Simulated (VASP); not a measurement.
Ag, 1 atom in the cell. The structure is cubic, space group Fm-3m (No. 225). The conventional cell has a = 4.090 Å, b = 4.090 Å, c = 4.090 Å, α = 90.00°, β = 90.00°, γ = 90.00°. Ag (site symmetry m-3m) has 12 Ag at 2.89 Å within 3.8 Å. 

- Program: VASP 6.6.1
- Task: relaxation of cell and atoms
- Functional: LDA
- Potentials or basis: VASP PAW LDA potentials, release 64 (Ag)
- Cutoff: 500 eV
- k mesh: 7 × 7 × 7
- Occupations: fermi-dirac, width 0.1 eV
- Spin: no spin polarisation
- Dipole correction: no
- Further INCAR settings: ALGO = Normal; EDIFF = 1e-07; IBRION = 2; EDIFFG = -0.01; NSW = 80; ISIF = 3

Potentials or basis: VASP PAW LDA potentials, release 64 (Ag).

Command:

```sh
$ cat potpaw_LDA.64/Ag/POTCAR > POTCAR
$ mpirun -np 1 vasp_std > vasp.out
```

Hardware: 1 thread of Intel(R) Xeon(R) 6975P-C (Granite Rapids), with other jobs on the host.

Q: Estimate the wall time of this run.

A: It took 3.1 s on 1 thread of Intel(R) Xeon(R) 6975P-C (Granite Rapids), on a shared host, peak memory 0.13 GiB. Counts: scf iterations 26, k points 20, ion steps 3.
